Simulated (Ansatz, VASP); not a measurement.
MoS2 in VASP and in Ansatz

File POSCAR:

```
MoS2
1.0
    3.1477309028      0.0000000000      0.0000000000
   -1.5738654514      2.7260149261      0.0000000000
    0.0000000000      0.0000000000     12.2412860984
Mo S
2 4
Direct
    0.6666666667      0.3333333333      0.7500000000
    0.3333333333      0.6666666667      0.2500000000
    0.6666666667      0.3333333333      0.3770000000
    0.3333333333      0.6666666667      0.8770000000
    0.6666666667      0.3333333333      0.1230000000
    0.3333333333      0.6666666667      0.6230000000
```

INCAR.step1

```
PREC     = Accurate       # precision mode
ENCUT    = 520            # plane-wave cutoff, eV
ISMEAR   = -1             # smearing method
SIGMA    = 0.05           # smearing width, eV
LREAL    = F              # projectors in reciprocal space
LASPH    = T              # aspherical terms in the spheres
NELM     = 100            # most SCF steps
NBANDS   = 35             # bands
GGA      = PE             # functional
ALGO     = Normal         # electronic algorithm
EDIFF    = 1E-4           # SCF threshold, eV
LWAVE    = T              # write WAVECAR
LCHARG   = F              # write CHGCAR
```

Contents of INCAR.step2:

```
PREC     = Accurate       # precision mode
ENCUT    = 520            # plane-wave cutoff, eV
EDIFF    = 1E-6           # SCF threshold, eV
ISMEAR   = -1             # smearing method
SIGMA    = 0.05           # smearing width, eV
LREAL    = F              # projectors in reciprocal space
LASPH    = T              # aspherical terms in the spheres
NELM     = 100            # most SCF steps
ALGO     = Normal         # electronic algorithm
ISIF     = 2              # what is computed and relaxed
LWAVE    = F              # write WAVECAR
LCHARG   = T              # write CHGCAR
METAGGA  = R2SCAN         # meta-GGA
LMIXTAU  = T            
IVDW     = 13             # dispersion correction
VDW_S6   = 1.0          
VDW_S8   = 0.6018749    
VDW_A1   = 0.51559235   
VDW_A2   = 5.77342911   
LELF     = T              # ELF
LVHAR    = T            
NBANDS   = 35             # bands
ISTART   = 1
```

KPOINTS

```
Automatic mesh
0
Gamma
  10 10 3
```

The input input.yaml:

```yaml
crystal:
  lattice:
    - [3.1477309028, 0.0, 0.0]
    - [-1.5738654514, 2.7260149261, 0.0]
    - [0.0, 0.0, 12.2412860984]
  atoms:
    - { symbol: Mo, position: [0.6666666667, 0.3333333333, 0.75] }
    - { symbol: Mo, position: [0.3333333333, 0.6666666667, 0.25] }
    - { symbol: S, position: [0.6666666667, 0.3333333333, 0.377] }
    - { symbol: S, position: [0.3333333333, 0.6666666667, 0.877] }
    - { symbol: S, position: [0.6666666667, 0.3333333333, 0.123] }
    - { symbol: S, position: [0.3333333333, 0.6666666667, 0.623] }
hamiltonian:
  xc: r2scan
  pseudopotentials: { kind: paw }
  dispersion: d4
kpoints:
  mp_grid: { grid: [10, 10, 3] }
scf:
  occupations: { method: fermi_dirac, width: 0.05 }
output:
  forces: true
  stress: true
  eigenvalues: true
  write_density: true
  write_potential: true
  elf: true
  volumetric_format: npy
```

Alike in both runs: task single point; functional r2SCAN; dispersion D4; k mesh 10 × 10 × 3; occupations fermi-dirac, width 0.05 eV; no spin polarisation.

|  | VASP | Ansatz |
| --- | --- | --- |
| version | VASP 6.6.1 | Ansatz 0.2.0 |
| potentials or method | VASP PAW PBE potentials, release 64 (Mo_sv, S) | Ansatz PAW |
| plane-wave cutoff (eV) | 520 | 500 |
| valence electrons in the cell | 52 | 52 |

|  | VASP | Ansatz | Ansatz less VASP |
| --- | --- | --- | --- |
| gap on the k mesh at the Fermi level (eV) | 1.03 | 1.01 | -0.014 |
| least direct gap on the mesh (eV) | 2.04 | 2.04 | -0.008 |
| pressure (GPa) | 2.8 | 2.7 | -0.06 |
| traceless stress, the component that is largest in VASP (GPa) | -0.72 | -0.66 | +0.061 |
| rms of the force components (eV/Å) | 0.044 | 0.043 | -0.0012 |

VASP's potentials were made for PBE, not for r2SCAN. Atom by atom the forces differ by 0.001 eV/Å (rms over components).

Noted on Ansatz's run: odd divisions of the mesh miss points on the zone boundary, where band edges often lie, so the gap on the mesh can be too wide.
